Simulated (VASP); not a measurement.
The system is Bi.

```
Bi
1.0
    -1.98143    1.98143    1.98143
     1.98143   -1.98143    1.98143
     1.98143    1.98143   -1.98143
Bi
1
Direct
  0.00000 0.00000 0.00000
```

```yaml
Program: VASP 6.6.1
Task: relaxation of cell and atoms
Functional: PBEsol-based global hybrid
Potentials_or_basis: VASP PAW PBE potentials, release 64 (Bi_d)
Cutoff: 600 eV
k_mesh: 5 × 5 × 5
Occupations: fermi-dirac, width 0.05 eV
Spin: no spin polarisation
```

At the start: pressure -2.8 GPa; volume 31.12 Å³/atom.

How do energy, volume and symmetry change on relaxing?

Over 6 steps the energy falls by 42.2 meV/atom and the volume is 28.97 Å³/atom (-6.9 %); space group Im-3m (No. 229, to 0.05 Å).

Step by step:
| step | energy change (eV) | largest force (eV/Å) | pressure (GPa) | volume (Å³) |
| --- | --- | --- | --- | --- |
| 1 | 0.0000 | 0.0000 | -2.75 | 31.12 |
| 2 | -0.0418 | 0.0000 | 0.49 | 28.77 |
| 3 | -0.0421 | 0.0000 | 0.59 | 28.85 |
| 4 | -0.0419 | 0.0000 | -0.34 | 29.22 |
| 5 | -0.0422 | 0.0000 | -0.32 | 29.08 |
| 6 | -0.0422 | 0.0000 | -0.02 | 28.97 |

Final structure:
```
Bi
1.0
    -1.93473    1.93473    1.93473
     1.93473   -1.93473    1.93473
     1.93473    1.93473   -1.93473
Bi
1
Direct
  0.00000 0.00000 0.00000
```

Caveat: the k points lie up to 0.46 Å⁻¹ apart in the final cell; the PAW data sets were made with another functional, which shifts forces and pressure a little.
